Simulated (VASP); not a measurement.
# NaCl (Fm-3m) in VASP: notebook, part 2 of 2

VASP 6.6.1. Earlier steps stand in the parts before.

## 3. Single point, B3LYP

Input file POSCAR:

```
NaCl
1.0
    0.0000000000      2.7940632177      2.7940632177
    2.7940632177      0.0000000000      2.7940632177
    2.7940632177      2.7940632177      0.0000000000
Cl Na
1 1
Direct
    0.5000000000      0.5000000000      0.5000000000
    0.0000000000      0.0000000000      0.0000000000
```

Input file INCAR.step1:

```
SYSTEM = NaCl
ALGO = Normal ; EDIFF = 1E-5
ENCUT = 520 ; GGA = PE
ISIF = 2 ; ISMEAR = -1
LASPH = .True. ; LCHARG = .False.
LREAL = .False. ; LWAVE = .True.
NBANDS = 14 ; NELM = 100
PREC = Accurate ; SIGMA = 0.05
```

Input file INCAR.step2:

```
SYSTEM = NaCl
AEXX = 0.2 ; AGGAC = 0.81
AGGAX = 0.72 ; ALDAC = 0.19
ALGO = Normal ; EDIFF = 1E-6
ENCUT = 520 ; GGA = B3
ISIF = 2 ; ISMEAR = -1
ISTART = 1 ; LASPH = .True.
LCHARG = .False. ; LHFCALC = .True.
LREAL = .False. ; LWAVE = .False.
NBANDS = 14 ; NELM = 100
PREC = Accurate ; PRECFOCK = Normal
SIGMA = 0.05
```

Input file KPOINTS:

```
k-points
0
Gamma
  4 4 4
  0 0 0
```

Potentials or basis: VASP PAW PBE potentials, release 64 (Cl, Na_pv).

Run with:

```
cat potpaw_PBE.64/Cl/POTCAR potpaw_PBE.64/Na_pv/POTCAR > POTCAR
cp INCAR.step1 INCAR
mpirun -np 1 vasp_std > vasp.out
cp INCAR.step2 INCAR
mpirun -np 1 vasp_std > vasp.out
```

OUTCAR:

```text
SYSTEM = NaCl
   AEXX = 0.2
   EDIFF = 1E-6
   ENCUT = 520
   GGA = B3
   ISIF = 2
   ISMEAR = -1
   ISTART = 1
   LASPH = .True.
   LHFCALC = .True.
   LREAL = .False.
   NELM = 100
   PREC = Accurate
   PRECFOCK = Normal

 ion  position               nearest neighbor table
   1  0.500  0.500  0.500-
   2  0.000  0.000  0.000-

  LATTYP: Found a face centered cubic cell.
 ALAT       =     5.5881264354

  Lattice vectors:

 A1 = (   0.0000000000,   2.7940632177,   2.7940632177)
 A2 = (   2.7940632177,   0.0000000000,   2.7940632177)
 A3 = (   2.7940632177,   2.7940632177,   0.0000000000)

Analysis of symmetry for initial positions (statically):
=====================================================================
 Subroutine PRICEL returns:
 Original cell was already a primitive cell.

 Routine SETGRP: Setting up the symmetry group for a
 face centered cubic supercell.

 Subroutine GETGRP returns: Found 48 space group operations
 (whereof 48 operations were pure point group operations)
 out of a pool of 48 trial point group operations.

The static configuration has the point symmetry O_h .

[... 162 lines left out ...]
      3     -24.2884      2.00000
      4     -15.2712      2.00000
      5      -1.5956      2.00000
      6      -1.5956      2.00000
      7      -1.5956      2.00000
      8       5.3464      0.00000
      9      11.3907      0.00000
     10      11.3907      0.00000
     11      11.3907      0.00000
     12      13.6848      0.00000
     13      13.6848      0.00000
     14      15.3965      0.00000
[... 105 lines left out ...]
      1     -24.3032      2.00000
      2     -24.3032      2.00000
      3     -24.2989      2.00000
      4     -14.8071      2.00000
      5      -2.9081      2.00000
      6      -2.9081      2.00000
      7      -2.4287      2.00000
      8       9.1075      0.00000
      9      10.0524      0.00000
     10      10.0524      0.00000
     11      11.7495      0.00000
     12      16.3157      0.00000
     13      16.3157      0.00000
     14      16.9241      0.00000

------------------------ aborting loop because EDIFF is reached ----------------------------------------

  FORCE on cell =-STRESS in cart. coord.  units (eV):
  Direction    XX          YY          ZZ          XY          YZ          ZX
  --------------------------------------------------------------------------------------
  -------------------------------------------------------------------------------------
  Total        0.4088684      0.4088684      0.4088684      0.0000000      0.0000000     -0.0000000
  in kB       15.0160402     15.0160402     15.0160402      0.0000000      0.0000000     -0.0000000
  external PRESSURE =      15.0160402 kB  Pullay stress =       0.0000000 kB

 VOLUME and BASIS-vectors are now :
 -----------------------------------------------------------------------------
  energy-cutoff  :      520.00
  volume of cell :       43.63
      direct lattice vectors                 reciprocal lattice vectors
     0.000000000  2.794063218  2.794063218    -0.178950854  0.178950854  0.178950854
     2.794063218  0.000000000  2.794063218     0.178950854 -0.178950854  0.178950854
     2.794063218  2.794063218  0.000000000     0.178950854  0.178950854 -0.178950854

 POSITION                                       TOTAL-FORCE (eV/Angst)
 -----------------------------------------------------------------------------------
      2.79406      2.79406      2.79406         0.000000      0.000000     -0.000000
      0.00000      0.00000      0.00000        -0.000000     -0.000000      0.000000
 -----------------------------------------------------------------------------------
    total drift:                                0.000000      0.000000      0.000000

  FREE ENERGIE OF THE ION-ELECTRON SYSTEM (eV)
  ---------------------------------------------------
  free  energy   TOTEN  =        -7.7969921672 eV

  energy  without entropy=       -7.7969921672  energy(sigma->0) =       -7.79699217
```

OSZICAR.step1:

```text
N       E                     dE             d eps       ncg     rms          rms(c)
DAV:   1     0.105112844378E+03    0.10511E+03   -0.71565E+03   224   0.102E+03
DAV:   2     0.186878441527E+01   -0.10324E+03   -0.95778E+02   230   0.278E+02
DAV:   3    -0.681685384152E+01   -0.86856E+01   -0.86289E+01   296   0.761E+01
DAV:   4    -0.695478255854E+01   -0.13793E+00   -0.13785E+00   272   0.101E+01
DAV:   5    -0.695783328806E+01   -0.30507E-02   -0.30502E-02   280   0.157E+00    0.216E+00
DAV:   6    -0.676993771262E+01    0.18790E+00   -0.30909E-01   278   0.328E+00    0.162E+00
DAV:   7    -0.675842265644E+01    0.11515E-01   -0.82343E-02   292   0.166E+00    0.111E+00
DAV:   8    -0.676392822384E+01   -0.55056E-02   -0.95815E-03   260   0.858E-01    0.305E-01
DAV:   9    -0.676380217639E+01    0.12605E-03   -0.22483E-04   278   0.117E-01    0.155E-01
DAV:  10    -0.676391377798E+01   -0.11160E-03   -0.28989E-04   278   0.137E-01    0.698E-02
DAV:  11    -0.676390263029E+01    0.11148E-04   -0.21176E-05   260   0.436E-02    0.108E-02
DAV:  12    -0.676390305597E+01   -0.42568E-06   -0.16288E-06   190   0.126E-02
   1 F= -.67639031E+01 E0= -.67639031E+01  d E =-.365279E-10
```

Run time: 4.2 min. Hardware: 1 thread of Intel Xeon Platinum 8259CL at 2.50GHz (Skylake/Cascade Lake), shared host; peak memory 0.17 GiB.

Results:

```
Free energy            : -7.7970 eV
Pressure               : 1.5 GPa
Band gap on the k mesh : 6.94 eV
```

Caveat: the k points lie up to 0.49 Å⁻¹ apart; the PAW data sets were made with another functional, which shifts forces and pressure a little.

## 4. Single point, B3LYP

This run uses another cell than the first one, of 23.09 Å³/atom.

Input file POSCAR:

```
NaCl
1.0
    0.0000000000      2.8474422958      2.8474422958
    2.8474422958      0.0000000000      2.8474422958
    2.8474422958      2.8474422958      0.0000000000
Cl Na
1 1
Direct
    0.5000000000      0.5000000000      0.5000000000
    0.0000000000      0.0000000000      0.0000000000
```

Input file INCAR.step1:

```
SYSTEM = NaCl
  ALGO = Normal
  EDIFF = 1E-5
  ENCUT = 520
  GGA = PE
  ISIF = 2
  ISMEAR = -1
  LASPH = .TRUE.
  LCHARG = .FALSE.
  LREAL = .FALSE.
  LWAVE = .TRUE.
  NBANDS = 14
  NELM = 80
  PREC = Accurate
  SIGMA = 0.05
```

Input file INCAR.step2:

```
SYSTEM = NaCl
  AEXX = 0.2
  AGGAC = 0.81
  AGGAX = 0.72
  ALDAC = 0.19
  ALGO = Normal
  EDIFF = 1E-7
  ENCUT = 520
  GGA = B3
  ISIF = 2
  ISMEAR = -1
  ISTART = 1
  LASPH = .TRUE.
  LCHARG = .FALSE.
  LHFCALC = .TRUE.
  LREAL = .FALSE.
  LWAVE = .FALSE.
  NBANDS = 14
  NELM = 80
  PREC = Accurate
  PRECFOCK = Normal
  SIGMA = 0.05
```

Input file KPOINTS:

```
k-points
0
G
  4 4 4
  0 0 0
```

Run with:

```
cat potpaw_PBE.64/Cl/POTCAR potpaw_PBE.64/Na_pv/POTCAR > POTCAR
cp INCAR.step1 INCAR
mpirun -np 1 vasp_std > vasp.out
cp INCAR.step2 INCAR
mpirun -np 1 vasp_std > vasp.out
```

Run time: 4.1 min. Hardware: 1 thread of Intel Xeon Platinum 8259CL at 2.50GHz (Skylake/Cascade Lake), shared host; peak memory 0.17 GiB.

The run converged. Its results:

```yaml
Free_energy: -7.8093 eV
Pressure: -0.1 GPa
Band_gap_on_the_k_mesh: 6.70 eV
```

Levels at points of the mesh, in eV from the valence-band top:
```csv
k point,band 4,band 5,band 6,band 7,band 8,band 9,band 10,band 11
"(0.00, 0.00, 0.00)",-13.54,0.00,0.00,0.00,6.70,12.90,12.90,12.90
"(0.50, 0.00, 0.00)",-13.21,-1.94,-0.27,-0.27,8.97,12.29,12.70,12.70
"(0.50, 0.50, 0.00)",-13.16,-1.68,-0.61,-0.61,9.14,9.86,13.07,16.44
```

Caveat: the k points lie up to 0.48 Å⁻¹ apart; the PAW data sets were made with another functional, which shifts forces and pressure a little.

## 5. Overview

| level | cell | k mesh | share of exact exchange | gap on the mesh (eV) | pressure (GPa) |
| --- | --- | --- | --- | --- | --- |
| PBEsol-based global hybrid with 25 % exact exchange | a = 3.951 Å, angles 60.0°, 2 atoms | 5 × 5 × 5 | 0.25 | 7.17 | -0.1 |
| B3LYP | a = 3.951 Å, angles 60.0°, 2 atoms | 4 × 4 × 4 | 0.2 | 6.94 | 1.5 |
| B3LYP | a = 4.027 Å, angles 60.0°, 2 atoms | 4 × 4 × 4 | 0.2 | 6.70 | -0.1 |

Alike in all rows: task single point; potentials or basis VASP PAW PBE potentials, release 64 (Cl, Na_pv); no spin polarisation; cutoff (eV) 520; smearing fermi-dirac 0.05 eV.

Caveats: some runs use coarse meshes; the PAW data sets were made with another functional, which shifts forces and pressure a little.

Total energies depend on the potentials used, so only differences within one code and one set of settings carry meaning.
